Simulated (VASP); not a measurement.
# GaN (GaN (P6_3mc)) (P6_3mc) in VASP: a series of runs

GaN (GaN (P6_3mc)) is run at these levels: PBE; tasks: single point, relaxation of the atoms.

All numbers are computed with VASP 6.6.1; they aren't measurements. Logs are shortened: lines on timing, memory, paths and dates and some standing lists are left out, and cuts for length are marked.

## 1. The cell of the first run

Symmetry: P6_3mc, No. 186, hexagonal system. The conventional cell has a = 3.219 Å, b = 3.219 Å, c = 5.244 Å, α = 90.00°, β = 90.00°, γ = 120.00°. Ga (site symmetry 3m) has 4 N at 1.97 to 1.98 Å within 2.6 Å. Within 2.6 Å of N (site symmetry 3m) lie 4 Ga at 1.97 to 1.98 Å.

## 2. Single point, PBE

INCAR

```
SYSTEM = GaN
PREC = Accurate
ENCUT = 520
EDIFF = 1E-6
ISMEAR = 0
SIGMA = 0.01
LREAL = .FALSE.
LASPH = .TRUE.
NELM = 100
ALGO = Normal
ISIF = 2
LWAVE = .FALSE.
LCHARG = .FALSE.
GGA = PE
ISYM = 0
NBANDS = 26
```

KPOINTS

```
Automatic mesh
0
Gamma
  3 3 2
  0.25 0.25 0.25
```

POSCAR

```
GaN
1.0
    3.2186213459      0.0000000000      0.0000000000
   -1.6093106729      2.7874078507      0.0000000000
    0.0000000000      0.0000000000      5.2435339950
Ga N
2 2
Direct
    0.6666666667      0.3333333333      0.4991368700
    0.3333333333      0.6666666667      0.9991368700
    0.6666666667      0.3333333333      0.8758631300
    0.3333333333      0.6666666667      0.3758631300
```

Potentials or basis: VASP PAW PBE potentials, release 64 (Ga_d, N).

Run with:

```bash
$ cat potpaw_PBE.64/Ga_d/POTCAR potpaw_PBE.64/N/POTCAR > POTCAR
$ mpirun -np 1 vasp_std > vasp.out
```

OUTCAR:

```text
SYSTEM = GaN
   PREC = Accurate
   ENCUT = 520
   EDIFF = 1E-6
   ISMEAR = 0
   LREAL = .FALSE.
   LASPH = .TRUE.
   NELM = 100
   ISIF = 2
   GGA = PE
   ISYM = 0

 ion  position               nearest neighbor table
   1  0.667  0.333  0.499-   4 1.97   4 1.97   4 1.97   3 1.98
   2  0.333  0.667  0.999-   3 1.97   3 1.97   3 1.97   4 1.98
   3  0.667  0.333  0.876-   2 1.97   2 1.97   2 1.97   1 1.98
   4  0.333  0.667  0.376-   1 1.97   1 1.97   1 1.97   2 1.98

IMPORTANT INFORMATION: All symmetrisations will be switched off!
NOSYMM: (Re-)initialisation of all symmetry stuff for point group C_1.

----------------------------------------------------------------------------------------

                                     Primitive cell

  volume of cell :      47.0429

  direct lattice vectors                    reciprocal lattice vectors
     3.218621346  0.000000000  0.000000000     0.310692030  0.179378127  0.000000000
    -1.609310673  2.787407851  0.000000000     0.000000000  0.358756254  0.000000000
     0.000000000  0.000000000  5.243533995     0.000000000  0.000000000  0.190711074

  length of vectors
     3.218621346  3.218621346  5.243533995     0.358756254  0.358756254  0.190711074

  position of ions in fractional coordinates (direct lattice)
     0.666666667  0.333333333  0.499136870
     0.333333333  0.666666667  0.999136870
     0.666666667  0.333333333  0.875863130
     0.333333333  0.666666667  0.375863130

  ion indices of the primitive-cell ions
   primitive index   ion index
                 1           1
                 2           2
                 3           3
                 4           4

----------------------------------------------------------------------------------------

 KPOINTS: Automatic mesh

Automatic generation of k-mesh.
 Grid dimensions read from file:
 generate k-points for:    3    3    2

 Generating k-lattice:

  Cartesian coordinates                     Fractional coordinates (reciprocal lattice)
     0.103564010  0.059792709  0.000000000     0.333333333 -0.000000000  0.000000000
     0.000000000  0.119585418  0.000000000     0.000000000  0.333333333  0.000000000
     0.000000000  0.000000000  0.095355537     0.000000000  0.000000000  0.500000000

  Length of vectors
     0.119585418  0.119585418  0.095355537

  Shift w.r.t. Gamma in fractional coordinates (k-lattice)
     0.250000000  0.250000000  0.250000000

 Subroutine IBZKPT returns following result:
 ===========================================

 Found    108 irreducible k-points:

 Following reciprocal coordinates:
            Coordinates               Weight
  0.083333  0.083333  0.125000      2.000000
[... 45 lines left out ...]
   NSW    =      0    number of steps for IOM
   IBRION =     -1    ionic relax: 0-MD 1-quasi-New 2-CG
   NFREE  =      0    steps in history (QN), initial steepest desc. (CG)
   ISIF   =      2    stress and relaxation
   ISYM   =      0    0-nonsym 1-usesym 2-fastsym
   POTIM  = 0.5000    time-step for ionic-motion
   TEBEG  =    0.0;   TEEND  =   0.0 temperature during run
   PSTRESS=    0.0 pullay stress
   NELECT =      36.0000    total number of electrons
   NUPDOWN=      -1.0000    fix difference up-down
   EMIN   =  10.00;   EMAX   =-10.00  energy-range for DOS
   EFERMI =   0.00;   METHOD = LEGACY
   ISMEAR =     0;   SIGMA  =   0.01  broadening in eV -4-tet -1-fermi 0-gaus
   EFERMI_NEDOS =   21; number of points for ismear=-14 and -15
   IALGO  =     38    algorithm
   IMIX   =      4    mixing-type and parameters
     AMIX     =   0.40;   BMIX     =  1.00
     AMIX_MAG =   1.60;   BMIX_MAG =  1.00
  volume/ion in A,a.u.               =      11.76        79.37
  Fermi-wavevector in a.u.,A,eV,Ry     =   1.497422  2.829717 30.507965  2.242272
  Thomas-Fermi vector in A             =   2.609312
   LORBIT       =      0    0 simple, 1 ext, 2 COOP (PROOUT), +10 PAW based schemes
   GGA     = PE    functional components
   LHFCALC =     F    Hartree Fock is set to
   AEXX    =    0.0000 exact exchange contribution
   IVDW    =     0    specifies the selected vdW correction
   LEPSILON=     F    determine dielectric tensor
   LRPA    =     F    only Hartree local field effects (RPA)
 non-spin polarized calculation
 Gauss-broadening in eV      SIGMA  =   0.01
  energy-cutoff  :      520.00
  volume of cell :       47.04
 maximum number of plane-waves:      1282
   NGX = 11   NGY = 11   NGZ = 19

 number of electron      35.9999956 magnetization

 Free energy of the ion-electron system (eV)
  ---------------------------------------------------
  ext. energy  EPLUGINS =         0.00000000
  ---------------------------------------------------
  free energy    TOTEN  =       -24.42024618 eV

  energy without entropy =      -24.42024618  energy(sigma->0) =      -24.42024618

 E-fermi :   4.8036     XC(G=0): -11.5197

 val. band max:        4.6987540509   @ k =   0.0833  -0.1667   0.1250
 cond. band min:       8.2037275812   @ k =   0.0833   0.0833   0.1250
 fundamental gap:      3.5049735303
 Fermi energy:         4.8036480859

 k-point     1 :       0.0833    0.0833    0.1250
  band No.  band energies     occupation
      1     -10.5236      2.00000
      2      -9.8856      2.00000
      3      -8.3881      2.00000
      4      -8.3736      2.00000
      5      -8.3294      2.00000
      6      -8.3270      2.00000
[... 685 lines left out ...]
     25      15.7799      0.00000
     26      17.2349      0.00000

 [... further k-points ...]

------------------------ aborting loop because EDIFF is reached ----------------------------------------

  FORCE on cell =-STRESS in cart. coord.  units (eV):
  Direction    XX          YY          ZZ          XY          YZ          ZX
  --------------------------------------------------------------------------------------
  -------------------------------------------------------------------------------------
  Total       -0.0842019     -0.0842308      0.1391520     -0.0000271      0.0000117      0.0000005
  in kB       -2.8677271     -2.8687132      4.7392056     -0.0009236      0.0003988      0.0000163
  external PRESSURE =      -0.3324116 kB  Pullay stress =       0.0000000 kB

 VOLUME and BASIS-vectors are now :
 -----------------------------------------------------------------------------
  energy-cutoff  :      520.00
  volume of cell :       47.04
      direct lattice vectors                 reciprocal lattice vectors
     3.218621346  0.000000000  0.000000000     0.310692030  0.179378127  0.000000000
    -1.609310673  2.787407851  0.000000000     0.000000000  0.358756254  0.000000000
     0.000000000  0.000000000  5.243533995     0.000000000  0.000000000  0.190711074

 POSITION                                       TOTAL-FORCE (eV/Angst)
 -----------------------------------------------------------------------------------
      1.60931      0.92914      2.61724        -0.000010      0.000009     -0.004936
     -0.00000      1.85827      5.23901         0.000011     -0.000009     -0.004976
      1.60931      0.92914      4.59262        -0.000013      0.000009      0.004924
     -0.00000      1.85827      1.97085         0.000012     -0.000009      0.004988
 -----------------------------------------------------------------------------------
    total drift:                                0.000007      0.000002     -0.001191

  FREE ENERGIE OF THE ION-ELECTRON SYSTEM (eV)
  ---------------------------------------------------
  free  energy   TOTEN  =       -24.4202461774 eV

  energy  without entropy=      -24.4202461774  energy(sigma->0) =      -24.42024618
```

stdout:

```text
POSCAR found type information on POSCAR GaN
 POSCAR found :  2 types and       4 ions
 scaLAPACK will be used
 LDA part: xc-table for (Slater+PW92), standard interpolation
 POSCAR, INCAR and KPOINTS ok, starting setup
 FFT: planning ... GRIDC
 FFT: planning ... GRID_SOFT
 FFT: planning ... GRID
 WAVECAR not read
 entering main loop
```

It took 37 s on 1 thread of Intel Xeon 6975P-C (Granite Rapids), shared host; peak memory 0.23 GiB.

Results:

```
Free energy            : -24.4202 eV
Pressure               : 0.0 GPa
Largest force          : 0.005 eV/Å
Band gap on the k mesh : 3.50 eV, direct
```

Forces on the atoms (eV/Å):
```
Ga   0.000  0.000 -0.005
Ga   0.000  0.000 -0.005
N    0.000  0.000  0.005
N    0.000  0.000  0.005
```

Caveat: the k points lie up to 0.75 Å⁻¹ apart. A k mesh can miss the band edges.

## 3. Single point, PBE

INCAR

```
SYSTEM = GaN
PREC     = Accurate       ! precision mode
ENCUT    = 520            ! plane-wave cutoff, eV
EDIFF    = 1E-7           ! SCF threshold, eV
ISMEAR   = -1             ! smearing method
SIGMA    = 0.01           ! smearing width, eV
LREAL    = .False.        ! projectors in reciprocal space
LASPH    = .True.         ! aspherical terms in the spheres
NELM     = 100            ! most SCF steps
ALGO     = Normal         ! electronic algorithm
ISIF     = 2              ! what is computed and relaxed
LWAVE    = .False.        ! write WAVECAR
LCHARG   = .True.         ! write CHGCAR
GGA      = PE             ! functional
LELF     = .True.         ! ELF
LVHAR    = .True.       
NBANDS   = 26             ! bands
ISYM     = 0
```

KPOINTS

```
Automatic mesh
0
Gamma
  6 6 4
  0.5 0.5 0.5
```

POSCAR: that of step 2 with these lines changed.

```diff
@@ -2,4 +2,4 @@
 1.0
-    3.2186213459      0.0000000000      0.0000000000
-   -1.6093106729      2.7874078507      0.0000000000
+    3.2186213461      0.0000000003      0.0000000000
+   -1.6093106727      2.7874078503      0.0000000000
     0.0000000000      0.0000000000      5.2435339950
```

Potentials or basis: VASP PAW PBE potentials, release 64 (Ga_d, N).

Run with:

```bash
$ cat potpaw_PBE.64/Ga_d/POTCAR potpaw_PBE.64/N/POTCAR > POTCAR
$ mpirun -np 1 vasp_std > vasp.out
```

It took 82 s on 1 thread of Intel Xeon 6975P-C (Granite Rapids), shared host; peak memory 0.32 GiB.

It converged, with:

* Free energy: -24.3295 eV
* Pressure: 0.1 GPa
* Band gap on the k mesh: 2.72 eV, direct

Levels at points of the mesh, in eV from the valence-band top:
```tsv
k point	band 16	band 17	band 18	band 19	band 20	band 21
(0.08, 0.08, 0.12)	-1.14	-0.22	-0.18	3.32	5.28	8.46
```

## 4. Relaxation of the atoms, PBE

INCAR

```
SYSTEM = GaN
PREC = Accurate ; ENCUT = 520
EDIFF = 1E-7 ; ISMEAR = 0
SIGMA = 0.01 ; LREAL = .False.
LASPH = .True. ; NELM = 60
ALGO = Normal ; ISIF = 2
LWAVE = .False. ; LCHARG = .False.
GGA = PE ; IBRION = 2
NSW = 100 ; EDIFFG = -0.03
ISYM = 0
```

KPOINTS

```
Automatic mesh
0
Gamma
  3 3 2
  0.25 0.25 0.25
```

POSCAR

```
GaN
1.0
    3.2186213467      0.0000000000      0.0000000000
   -1.6093106733      2.7874078500      0.0000000000
    0.0000000000      0.0000000000      5.2435339950
Ga N
2 2
Direct
    0.6666666700      0.3333333300      0.4991368700
    0.3333333300      0.6666666700      0.9991368700
    0.6666666700      0.3333333300      0.8758631300
    0.3333333300      0.6666666700      0.3758631300
```

Potentials or basis: VASP PAW PBE potentials, release 64 (Ga_d, N).

Run with:

```bash
$ cat potpaw_PBE.64/Ga_d/POTCAR potpaw_PBE.64/N/POTCAR > POTCAR
$ mpirun -np 1 vasp_std > vasp.out
```

OUTCAR:

```text
SYSTEM = GaN
   PREC = Accurate
   ENCUT = 520
   EDIFF = 1E-7
   ISMEAR = 0
   LREAL = .False.
   LASPH = .True.
   NELM = 60
   ISIF = 2
   GGA = PE
   IBRION = 2
   NSW = 100
   EDIFFG = -0.03
   ISYM = 0

 ion  position               nearest neighbor table
   1  0.667  0.333  0.499-   4 1.97   4 1.97   4 1.97   3 1.98
   2  0.333  0.667  0.999-   3 1.97   3 1.97   3 1.97   4 1.98
   3  0.667  0.333  0.876-   2 1.97   2 1.97   2 1.97   1 1.98
   4  0.333  0.667  0.376-   1 1.97   1 1.97   1 1.97   2 1.98

IMPORTANT INFORMATION: All symmetrisations will be switched off!
NOSYMM: (Re-)initialisation of all symmetry stuff for point group C_1.

----------------------------------------------------------------------------------------

                                     Primitive cell

  volume of cell :      47.0429

  direct lattice vectors                    reciprocal lattice vectors
     3.218621347  0.000000000  0.000000000     0.310692030  0.179378127  0.000000000
    -1.609310673  2.787407850  0.000000000     0.000000000  0.358756254  0.000000000
     0.000000000  0.000000000  5.243533995     0.000000000  0.000000000  0.190711074

  length of vectors
     3.218621347  3.218621345  5.243533995     0.358756254  0.358756254  0.190711074

  position of ions in fractional coordinates (direct lattice)
     0.666666670  0.333333330  0.499136870
     0.333333330  0.666666670  0.999136870
     0.666666670  0.333333330  0.875863130
     0.333333330  0.666666670  0.375863130

  ion indices of the primitive-cell ions
   primitive index   ion index
                 1           1
                 2           2
                 3           3
                 4           4

----------------------------------------------------------------------------------------

 KPOINTS: Automatic mesh

Automatic generation of k-mesh.
 Grid dimensions read from file:
 generate k-points for:    3    3    2
[... 78 lines left out ...]
   EFERMI =   0.00;   METHOD = LEGACY
   ISMEAR =     0;   SIGMA  =   0.01  broadening in eV -4-tet -1-fermi 0-gaus
   EFERMI_NEDOS =   21; number of points for ismear=-14 and -15
   IALGO  =     38    algorithm
   IMIX   =      4    mixing-type and parameters
     AMIX     =   0.40;   BMIX     =  1.00
     AMIX_MAG =   1.60;   BMIX_MAG =  1.00
  volume/ion in A,a.u.               =      11.76        79.37
  Fermi-wavevector in a.u.,A,eV,Ry     =   1.497422  2.829717 30.507965  2.242272
  Thomas-Fermi vector in A             =   2.609312
   LORBIT       =      0    0 simple, 1 ext, 2 COOP (PROOUT), +10 PAW based schemes
   GGA     = PE    functional components
   LHFCALC =     F    Hartree Fock is set to
   AEXX    =    0.0000 exact exchange contribution
   IVDW    =     0    specifies the selected vdW correction
   LEPSILON=     F    determine dielectric tensor
   LRPA    =     F    only Hartree local field effects (RPA)
 conjugate gradient relaxation of ions
 non-spin polarized calculation
 Gauss-broadening in eV      SIGMA  =   0.01
  energy-cutoff  :      520.00
  volume of cell :       47.04
 maximum number of plane-waves:      1282
   NGX = 11   NGY = 11   NGZ = 19

 number of electron      35.9999956 magnetization

 Free energy of the ion-electron system (eV)
  ---------------------------------------------------
  ext. energy  EPLUGINS =         0.00000000
  ---------------------------------------------------
  free energy    TOTEN  =       -24.42024627 eV

  energy without entropy =      -24.42024627  energy(sigma->0) =      -24.42024627

 E-fermi :   4.8014     XC(G=0): -11.5198

 val. band max:        4.6989910868   @ k =  -0.0833  -0.0833   0.1250
 cond. band min:       8.2038502225   @ k =  -0.0833  -0.0833   0.1250
 fundamental gap:      3.5048591357
 Fermi energy:         4.8013557144

 k-point     1 :       0.0833    0.0833    0.1250
  band No.  band energies     occupation
      1     -10.5235      2.00000
      2      -9.8855      2.00000
      3      -8.3881      2.00000
      4      -8.3736      2.00000
      5      -8.3294      2.00000
      6      -8.3270      2.00000
[... 589 lines left out ...]
     21      12.5634      0.00000
     22      13.1053      0.00000

 [... further k-points ...]
[... 5 lines left out ...]
  --------------------------------------------------------------------------------------
  -------------------------------------------------------------------------------------
  Total       -0.0969367     -0.0969787      0.1267395     -0.0000331      0.0000018     -0.0000009
  in kB       -3.3014475     -3.3028783      4.3164626     -0.0011289      0.0000605     -0.0000321
  external PRESSURE =      -0.7626210 kB  Pullay stress =       0.0000000 kB

 VOLUME and BASIS-vectors are now :
 -----------------------------------------------------------------------------
  energy-cutoff  :      520.00
  volume of cell :       47.04
      direct lattice vectors                 reciprocal lattice vectors
     3.218621347  0.000000000  0.000000000     0.310692030  0.179378127  0.000000000
    -1.609310673  2.787407850  0.000000000     0.000000000  0.358756254  0.000000000
     0.000000000  0.000000000  5.243533995     0.000000000  0.000000000  0.190711074

 POSITION                                       TOTAL-FORCE (eV/Angst)
 -----------------------------------------------------------------------------------
      1.60931      0.92914      2.61724        -0.000014      0.000007     -0.004956
     -0.00000      1.85827      5.23901         0.000013     -0.000007     -0.004953
      1.60931      0.92914      4.59262        -0.000012      0.000007      0.004962
     -0.00000      1.85827      1.97085         0.000013     -0.000007      0.004947
 -----------------------------------------------------------------------------------
    total drift:                               -0.000001     -0.000001     -0.001209

  FREE ENERGIE OF THE ION-ELECTRON SYSTEM (eV)
  ---------------------------------------------------
  free  energy   TOTEN  =       -24.4202462717 eV

  energy  without entropy=      -24.4202462717  energy(sigma->0) =      -24.42024627

 reached required accuracy - stopping structural energy minimisation
```

CONTCAR:

```text
GaN
   1.00000000000000
     3.2186213467000000    0.0000000000000000    0.0000000000000000
    -1.6093106733000000    2.7874078500000001    0.0000000000000000
     0.0000000000000000    0.0000000000000000    5.2435339949999999
  Ga              N
     2     2
Direct
     0.6666666699999979    0.3333333300000021    0.4991368700000010
     0.3333333300000021    0.6666666699999979    0.9991368700000010
     0.6666666699999979    0.3333333300000021    0.8758631299999990
     0.3333333300000021    0.6666666699999979    0.3758631299999990

  0.00000000E+00  0.00000000E+00  0.00000000E+00
  0.00000000E+00  0.00000000E+00  0.00000000E+00
  0.00000000E+00  0.00000000E+00  0.00000000E+00
  0.00000000E+00  0.00000000E+00  0.00000000E+00
```

It took 39 s on 1 thread of Intel Xeon 6975P-C (Granite Rapids), shared host; peak memory 0.22 GiB.

Results:

- Free energy: -24.4202 eV
- Pressure after relaxing: -0.1 GPa
- Largest force after relaxing: 0.005 eV/Å
- Band gap on the k mesh: 3.50 eV, direct

Forces on the atoms (eV/Å):
```
Ga   0.000  0.000 -0.005
Ga   0.000  0.000 -0.005
N    0.000  0.000  0.005
N    0.000  0.000  0.005
```

Final structure:
```xyz
4
Lattice="3.2186 0.0000 0.0000 -1.6093 2.7874 0.0000 0.0000 0.0000 5.2435" Properties=species:S:1:pos:R:3 pbc="T T T"
Ga    1.6093    0.9291    2.6172
Ga    0.0000    1.8583    5.2390
N     1.6093    0.9291    4.5926
N     0.0000    1.8583    1.9709
```

Caveat: the k points lie up to 0.75 Å⁻¹ apart; the relaxation stopped at its first step, so nothing moved. A k mesh can miss the band edges.

## 5. The runs side by side

```csv
task,cell,k mesh,smearing,gap on the mesh (eV),pressure (GPa)
single point,"a = 3.219, b = 3.219, c = 5.244 Å, angles 90.0, 90.0, 120.0°, 4 atoms","3 × 3 × 2, shifted",gaussian 0.01 eV,3.50,0.0
single point,"a = 3.219, b = 3.219, c = 5.244 Å, angles 90.0, 90.0, 120.0°, 4 atoms","6 × 6 × 4, shifted",fermi-dirac 0.01 eV,2.72,0.1
relaxation of the atoms,"atoms relaxed from a = 3.219, b = 3.219, c = 5.244 Å, angles 90.0, 90.0, 120.0°, 4 atoms","3 × 3 × 2, shifted",gaussian 0.01 eV,3.50,-0.1
```

Alike in all rows: level PBE; potentials or basis VASP PAW PBE potentials, release 64 (Ga_d, N); no spin polarisation; cutoff (eV) 520.

Caveats: some runs use coarse meshes; the relaxation stopped at its first step, so nothing moved (some runs).

Absolute energies hang on the potentials; compare differences alone.
